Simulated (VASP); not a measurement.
# Mo4N in VASP: relaxation of the atoms with PBEsol

Aim: the relaxation of the atoms of Mo4N with PBEsol.

Program: VASP 6.6.1. These are calculated values, not measurements. Logs are shortened: lines on timing, memory, paths and dates and some standing lists are left out, and cuts for length are marked.

## Step 1: The cell of the first run

The cell holds a slab with vacuum, 5 atoms: a = 3.129 Å, b = 3.129 Å, c = 20.043 Å, α = 90.00°, β = 90.00°, γ = 90.00°.

## Step 2: Relaxation of the atoms, PBEsol

File INCAR:

```
PREC = Accurate
ENCUT = 520
EDIFF = 1E-6
ISMEAR = 0
SIGMA = 0.1
LREAL = F
LASPH = T
NELM = 100
ALGO = Normal
ISIF = 2
LWAVE = F
LCHARG = F
LDIPOL = T
IDIPOL = 3
DIPOL = 0.5 0.5 0.348
GGA = PS
IBRION = 2
NSW = 36
EDIFFG = -0.025
```

File KPOINTS:

```
Automatic mesh
0
Gamma
  9 9 1
```

File POSCAR:

```
Mo4N
1.0
    3.1294301619      0.0000000000      0.0000000000
    0.0000000000      3.1294301619      0.0000000000
    0.0000000000      0.0000000000     20.0433475232
Mo N
4 1
Selective dynamics
Direct
    0.5000000000      0.5000000000      0.1995674622  F F F
    0.0000000000      0.0000000000      0.2776340167  F F F
    0.5000000000      0.5000000000      0.3579998484  F F F
    0.0000000000      0.0000000000      0.4262435461  F F F
    0.3750000000      0.3750000000      0.4771332489  F F T
```

Potentials or basis: VASP PAW PBE potentials, release 64 (Mo_sv, N).

Command:

```console
$ cat potpaw_PBE.64/Mo_sv/POTCAR potpaw_PBE.64/N/POTCAR > POTCAR
$ mpirun -np 1 vasp_std > vasp.out
```

OUTCAR:

```text
PREC = Accurate
   ENCUT = 520
   EDIFF = 1E-6
   ISMEAR = 0
   LREAL = F
   LASPH = T
   NELM = 100
   ISIF = 2
   GGA = PS
   IBRION = 2
   NSW = 36
   EDIFFG = -0.025

 ion  position               nearest neighbor table
   1  0.500  0.500  0.200-   2 2.71   2 2.71   2 2.71   2 2.71   3 3.18
   2  0.000  0.000  0.278-   1 2.71   1 2.71   1 2.71   1 2.71   3 2.74   3 2.74   3 2.74   3 2.74
                             4 2.98
   3  0.500  0.500  0.358-   5 2.45   4 2.60   4 2.60   4 2.60   4 2.60   2 2.74   2 2.74   2 2.74
                             2 2.74   1 3.18
   4  0.000  0.000  0.426-   5 1.95   5 2.50   5 2.50   3 2.60   3 2.60   3 2.60   3 2.60   2 2.98

   5  0.375  0.375  0.477-   4 1.95   3 2.45   4 2.50   4 2.50

  LATTYP: Found a simple tetragonal cell.
 ALAT       =     3.1294301619
 C/A-ratio  =     6.4047914433

  Lattice vectors:

 A1 = (   3.1294301619,   0.0000000000,   0.0000000000)
 A2 = (   0.0000000000,   3.1294301619,   0.0000000000)
 A3 = (   0.0000000000,   0.0000000000,  20.0433475232)

Analysis of symmetry for initial positions (statically):
=====================================================================
 Subroutine PRICEL returns:
 Original cell was already a primitive cell.

 Routine SETGRP: Setting up the symmetry group for a
 simple tetragonal supercell.

 Subroutine GETGRP returns: Found  2 space group operations
 (whereof  2 operations were pure point group operations)
 out of a pool of 16 trial point group operations.

The static configuration has the point symmetry C_1h.

Analysis of symmetry for dynamics (positions and initial velocities):
=====================================================================
 Subroutine PRICEL returns:
 Original cell was already a primitive cell.

 Routine SETGRP: Setting up the symmetry group for a
 simple tetragonal supercell.

 Subroutine GETGRP returns: Found  2 space group operations
 (whereof  2 operations were pure point group operations)
 out of a pool of 16 trial point group operations.

The dynamic configuration has the point symmetry C_1h.

Analysis of constrained symmetry for selective dynamics:
=====================================================================
 Subroutine PRICEL returns:
 Original cell was already a primitive cell.

 Routine SETGRP: Setting up the symmetry group for a
 simple tetragonal supercell.

 Subroutine GETGRP returns: Found  2 space group operations
 (whereof  2 operations were pure point group operations)
 out of a pool of 16 trial point group operations.

The constrained configuration has the point symmetry C_1h.

 Subroutine INISYM returns: Found  2 space group operations
 (whereof  2 operations are pure point group operations),
 and found     1 'primitive' translations

----------------------------------------------------------------------------------------

                                     Primitive cell

  volume of cell :     196.2912

  direct lattice vectors                    reciprocal lattice vectors
     3.129430162  0.000000000  0.000000000     0.319546994  0.000000000  0.000000000
     0.000000000  3.129430162  0.000000000     0.000000000  0.319546994  0.000000000
     0.000000000  0.000000000 20.043347523     0.000000000  0.000000000  0.049891866

  length of vectors
     3.129430162  3.129430162 20.043347523     0.319546994  0.319546994  0.049891866

  position of ions in fractional coordinates (direct lattice)
     0.500000000  0.500000000  0.199567462
     0.000000000  0.000000000  0.277634017
     0.500000000  0.500000000  0.357999848
     0.000000000  0.000000000  0.426243546
     0.375000000  0.375000000  0.477133249

  ion indices of the primitive-cell ions
   primitive index   ion index
                 1           1
                 2           2
                 3           3
                 4           4
                 5           5

----------------------------------------------------------------------------------------

 KPOINTS: Automatic mesh

Automatic generation of k-mesh.
 Grid dimensions read from file:
 generate k-points for:    9    9    1

 Generating k-lattice:

  Cartesian coordinates                     Fractional coordinates (reciprocal lattice)
     0.035505222  0.000000000  0.000000000     0.111111111  0.000000000  0.000000000
     0.000000000  0.035505222  0.000000000     0.000000000  0.111111111  0.000000000
     0.000000000  0.000000000  0.049891866     0.000000000  0.000000000  1.000000000

  Length of vectors
     0.035505222  0.035505222  0.049891866

  Shift w.r.t. Gamma in fractional coordinates (k-lattice)
     0.000000000  0.000000000  0.000000000

 Subroutine IBZKPT returns following result:
 ===========================================

 Found     25 irreducible k-points:

 Following reciprocal coordinates:
            Coordinates               Weight
  0.000000  0.000000  0.000000      1.000000
  0.111111  0.000000  0.000000      4.000000
  0.222222  0.000000  0.000000      4.000000
  0.333333  0.000000  0.000000      4.000000
  0.444444  0.000000  0.000000      4.000000
  0.111111  0.111111  0.000000      2.000000
[... 16 lines left out ...]
 -0.333333  0.444444  0.000000      4.000000
  0.444444  0.444444  0.000000      2.000000
   k-points           NKPTS =     25   k-points in BZ     NKDIM =     25   number of bands    NBANDS=     36
   number of dos      NEDOS =    301   number of ions     NIONS =      5
   total plane-waves  NPLWV =  86400
   dimension x,y,z NGX =    24 NGY =   24 NGZ =  150
   dimension x,y,z NGXF=    48 NGYF=   48 NGZF=  300
   ions per type =               4   1
   NGX,Y,Z   is equivalent  to a cutoff of  12.75, 12.75, 12.44 a.u.
   NGXF,Y,Z  is equivalent  to a cutoff of  25.50, 25.50, 24.88 a.u.
 SYSTEM =  unknown system
   PREC   = accura    normal or accurate (medium, high low for compatibility)
   ISTART =      0    job   : 0-new  1-cont  2-samecut
   ICHARG =      2    charge: 1-file 2-atom 10-const
   ISPIN  =      1    spin polarized calculation?
   LNONCOLLINEAR =      F non collinear calculations
   LSORBIT =      F    spin-orbit coupling
   LASPH  =      T    aspherical Exc in radial PAW
   ENCUT  =  520.0 eV  38.22 Ry    6.18 a.u.   5.82  5.82 37.27*2*pi/ulx,y,z
   NELM   =    100;   NELMIN=  2; NELMDL= -5     # of ELM steps
   EDIFF  = 0.1E-05   stopping-criterion for ELM
   LREAL  =      F    real-space projection
   EDIFFG = -.3E-01   stopping-criterion for IOM
   NSW    =     36    number of steps for IOM
   IBRION =      2    ionic relax: 0-MD 1-quasi-New 2-CG
   NFREE  =      1    steps in history (QN), initial steepest desc. (CG)
   ISIF   =      2    stress and relaxation
   ISYM   =      2    0-nonsym 1-usesym 2-fastsym
   POTIM  = 0.5000    time-step for ionic-motion
   TEBEG  =    0.0;   TEEND  =   0.0 temperature during run
   PSTRESS=    0.0 pullay stress
   NELECT =      61.0000    total number of electrons
   NUPDOWN=      -1.0000    fix difference up-down
   EMIN   =  10.00;   EMAX   =-10.00  energy-range for DOS
   EFERMI =   0.00;   METHOD = LEGACY
   ISMEAR =     0;   SIGMA  =   0.10  broadening in eV -4-tet -1-fermi 0-gaus
   EFERMI_NEDOS =   21; number of points for ismear=-14 and -15
   IALGO  =     38    algorithm
   IMIX   =      4    mixing-type and parameters
     AMIX     =   0.40;   BMIX     =  1.00
     AMIX_MAG =   1.60;   BMIX_MAG =  1.00
  volume/ion in A,a.u.               =      39.26       264.93
  Fermi-wavevector in a.u.,A,eV,Ry     =   1.108880  2.095479 16.729923  1.229615
  Thomas-Fermi vector in A             =   2.245413
   LORBIT       =      0    0 simple, 1 ext, 2 COOP (PROOUT), +10 PAW based schemes
   GGA     = PS    functional components
   LHFCALC =     F    Hartree Fock is set to
   AEXX    =    0.0000 exact exchange contribution
   IVDW    =     0    specifies the selected vdW correction
   LEPSILON=     F    determine dielectric tensor
   LRPA    =     F    only Hartree local field effects (RPA)
 conjugate gradient relaxation of ions
 non-spin polarized calculation
 Gauss-broadening in eV      SIGMA  =   0.10
  energy-cutoff  :      520.00
  volume of cell :      196.29
 maximum number of plane-waves:      5322
   NGX = 11   NGY = 11   NGZ = 75

 dipolmoment           0.000000      0.000000     -0.058719 electrons x Angstroem

--------------------------------------- Ionic step        1  -------------------------------------------

 number of electron      60.9999996 magnetization

 Free energy of the ion-electron system (eV)
  ---------------------------------------------------
  ext. energy  EPLUGINS =         0.00000000
  ---------------------------------------------------
  free energy    TOTEN  =       -51.64093251 eV

  energy without entropy =      -51.61896435  energy(sigma->0) =      -51.62994843

------------------------ aborting loop because EDIFF is reached ----------------------------------------

  FORCE on cell =-STRESS in cart. coord.  units (eV):
  Direction    XX          YY          ZZ          XY          YZ          ZX
  --------------------------------------------------------------------------------------
  -------------------------------------------------------------------------------------
  Total       -6.0069644     -6.0069644     -3.6622818      1.6570135      0.9954975      0.9954977
  in kB      -49.0303346    -49.0303346    -29.8924530     13.5249551      8.1254979      8.1254993
  external PRESSURE =     -42.6510407 kB  Pullay stress =       0.0000000 kB
[... 102 lines left out ...]
  energy  without entropy=      -52.0769682397  energy(sigma->0) =      -52.08664040

--------------------------------------- Ionic step        4  -------------------------------------------

 number of electron      60.9999996 magnetization

 dipolmoment           0.000000      0.000000      0.045371 electrons x Angstroem

 Free energy of the ion-electron system (eV)
  ---------------------------------------------------
  ext. energy  EPLUGINS =         0.00000000
  ---------------------------------------------------
  free energy    TOTEN  =       -52.09672730 eV

  energy without entropy =      -52.07775315  energy(sigma->0) =      -52.08724023

 E-fermi :   1.4065     XC(G=0):  -5.5990

 val. band max:        1.3868451715   @ k =   0.4444   0.0000   0.0000
 cond. band min:       1.4326605650   @ k =   0.1111   0.0000   0.0000
 fundamental gap:      0.0458153935
 Fermi energy:         1.4064806460

 k-point     1 :       0.0000    0.0000    0.0000
  band No.  band energies     occupation
      1     -60.2915      2.00000
      2     -59.6786      2.00000
      3     -59.4558      2.00000
      4     -59.2056      2.00000
      5     -34.8214      2.00000
      6     -34.4765      2.00000
[... 925 lines left out ...]
     35       3.4586      0.00000
     36       3.6244      0.00000

 [... further k-points ...]

------------------------ aborting loop because EDIFF is reached ----------------------------------------

 vacuum level on the upper side and lower side of the slab       (xc-potential included)         0.398        -0.418

  FORCE on cell =-STRESS in cart. coord.  units (eV):
  Direction    XX          YY          ZZ          XY          YZ          ZX
  --------------------------------------------------------------------------------------
  -------------------------------------------------------------------------------------
  Total       -3.0141825     -3.0141825      1.7583505      3.3483952      1.6499818      1.6499822
  in kB      -24.6025056    -24.6025056     14.3520930     27.3304326     13.4675607     13.4675646
  external PRESSURE =     -11.6176394 kB  Pullay stress =       0.0000000 kB

 VOLUME and BASIS-vectors are now :
 -----------------------------------------------------------------------------
  energy-cutoff  :      520.00
  volume of cell :      196.29
      direct lattice vectors                 reciprocal lattice vectors
     3.129430162  0.000000000  0.000000000     0.319546994  0.000000000  0.000000000
     0.000000000  3.129430162  0.000000000     0.000000000  0.319546994  0.000000000
     0.000000000  0.000000000 20.043347523     0.000000000  0.000000000  0.049891866
[... 11 lines left out ...]
  FREE ENERGIE OF THE ION-ELECTRON SYSTEM (eV)
  ---------------------------------------------------
  free  energy   TOTEN  =       -52.0967273018 eV

  energy  without entropy=      -52.0777531532  energy(sigma->0) =      -52.08724023

 reached required accuracy - stopping structural energy minimisation

 vacuum level on the upper side and lower side of the slab         6.257         5.419
```

Wall time 7.5 min (1 thread of AMD EPYC 9R45 (Zen 5), shared host); peak memory 0.34 GiB.

What came out:

```yaml
Free_energy: -52.0967 eV
Energy_gained_by_relaxing: 91.2 meV/atom
Ionic_steps: 4
Band_gap_on_the_k_mesh: zero (an odd number of electrons rules out a gap without spin polarisation)
```

Step by step:
| step | energy change (eV) | largest force on free atoms (eV/Å) | pressure (GPa) |
| --- | --- | --- | --- |
| 1 | 0.0000 | 2.8861 | -4.27 |
| 2 | -0.3194 | 1.6570 | -3.03 |
| 3 | -0.4554 | 0.0963 | -1.28 |
| 4 | -0.4558 | 0.0070 | -1.16 |

Final structure:
```xyz
5
Lattice="3.1294 0.0000 0.0000 0.0000 3.1294 0.0000 0.0000 0.0000 20.0433" Properties=species:S:1:pos:R:3 pbc="T T T"
Mo    1.5647    1.5647    4.0000
Mo    0.0000    0.0000    5.5647
Mo    1.5647    1.5647    7.1755
Mo    0.0000    0.0000    8.5433
N     1.1735    1.1735    9.2619
```

Levels at points of the mesh, in eV from the Fermi level:
| k point | band 28 | band 29 | band 30 | band 31 | band 32 | band 33 | band 34 | band 35 |
| --- | --- | --- | --- | --- | --- | --- | --- | --- |
| (0.00, 0.00, 0.00) | -1.27 | -0.92 | -0.51 | -0.33 | -0.10 | 0.18 | 0.57 | 1.03 |

Caveat: the PAW data sets were made with another functional, which shifts forces and pressure a little.

The gap in the log of VASP goes by the Fermi energy; the results here count the filled bands.